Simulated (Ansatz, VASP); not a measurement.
Given: the input of a run of VASP 6.6.1 on TePb.

File POSCAR:

```
TePb
1.0
    0.0000000000      3.2310000000      3.2310000000
    3.2310000000      0.0000000000      3.2310000000
    3.2310000000      3.2310000000      0.0000000000
Pb Te
1 1
Direct
    0.0000000000      0.0000000000      0.0000000000
    0.5000000000      0.5000000000      0.5000000000
```

Contents of INCAR.step1:

```
PREC = Accurate
ENCUT = 520
EDIFF = 1E-5
ISMEAR = -1
SIGMA = 0.05
LREAL = False
LASPH = True
NELM = 60
ALGO = Normal
ISIF = 2
LWAVE = True
LCHARG = False
NBANDS = 17
GGA = PE
```

File INCAR.step2:

```
PREC = Accurate
ENCUT = 520
EDIFF = 1E-6
ISMEAR = -1
SIGMA = 0.05
LREAL = False
LASPH = True
NELM = 60
ALGO = Normal
ISIF = 2
LWAVE = False
LCHARG = False
GGA = B5
LHFCALC = True
AEXX = 0.5
ALDAX = 0.5
AGGAX = 0.5
AGGAC = 1.0
ALDAC = 0.0
PRECFOCK = Normal
NBANDS = 17
ISTART = 1
```

KPOINTS

```
regular mesh
0
Gamma
  4 4 4
```

Potentials or basis: VASP PAW PBE potentials, release 64 (Pb_d, Te).

The run is started by

```bash
$ cat potpaw_PBE.64/Pb_d/POTCAR potpaw_PBE.64/Te/POTCAR > POTCAR
$ cp INCAR.step1 INCAR
$ mpirun -np 1 vasp_std > vasp.out
$ cp INCAR.step2 INCAR
$ mpirun -np 1 vasp_std > vasp.out
```

Task: Set up the same calculation for Ansatz 0.2.0. Potentials there: Ansatz PAW.

Result: As run (the cutoff follows the program's own potentials):

File input.yaml:

```yaml
crystal:
  lattice:
    - [0.0, 3.231, 3.231]
    - [3.231, 0.0, 3.231]
    - [3.231, 3.231, 0.0]
  atoms:
    - { symbol: Pb, position: [0.0, 0.0, 0.0] }
    - { symbol: Te, position: [0.5, 0.5, 0.5] }
hamiltonian:
  xc: { name: BHLYP }
  pseudopotentials: { kind: paw }
kpoints:
  mp_grid: { grid: [4, 4, 4] }
scf:
  occupations: { method: fermi_dirac, width: 0.05 }
output:
  forces: true
  stress: true
  eigenvalues: true
```

Potentials or basis: Ansatz PAW.

The run is started by

```console
$ ansatz run input.yaml --threads 2 --pin off --max-ram 5632MiB --backend cpu --events-out ev --progress --plain --runs-dir out
```

Both were run:

|  | VASP | Ansatz | Ansatz less VASP |
| --- | --- | --- | --- |
| gap on the k mesh at the Fermi level (eV) | 2.92 | 2.92 | +0.004 |
| least direct gap on the mesh (eV) | 2.92 | 2.92 | +0.004 |
| pressure (GPa) | 3.0 | 3.6 | +0.60 |

VASP's potentials were made for PBE, not for BHLYP. VASP's potentials hold 20 valence electrons a cell and Ansatz's 30, so a difference there can come from the potentials and not from the codes.

The k mesh is coarse, so the values compare programs but aren't converged. Neither program's run includes spin-orbit coupling.
